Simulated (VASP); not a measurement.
W8O, 9 atoms in the cell. The cell holds a slab with vacuum, 9 atoms: a = 5.537 Å, b = 2.768 Å, c = 25.781 Å, α = 90.00°, β = 90.00°, γ = 109.47°. 

```yaml
Program: VASP 6.6.1
Task: single point
Functional: RPBE
Potentials_or_basis: VASP PAW PBE potentials, release 64 (W_sv, O)
Cutoff: 520 eV
k_mesh: 6 × 11 × 1
Occupations: gaussian, width 0.1 eV
Spin: no spin polarisation
Dipole_correction: yes
Further_INCAR_settings: ALGO = Normal; EDIFF = 1e-06; NBANDS = 69; NELMDL = -8
```

Potentials or basis: VASP PAW PBE potentials, release 64 (W_sv, O).

Command:

```console
$ cat potpaw_PBE.64/W_sv/POTCAR potpaw_PBE.64/O/POTCAR > POTCAR
$ mpirun -np 1 vasp_std > vasp.out
```

Hardware: 1 thread of Intel(R) Xeon(R) 6975P-C (Granite Rapids), on a shared host.

Task: How long does it take, and how much memory?

Result: Run time: 25 min on 1 thread of Intel(R) Xeon(R) 6975P-C (Granite Rapids), with other jobs on the host, peak memory 0.86 GiB. Counts: scf iterations 36, k points 34.
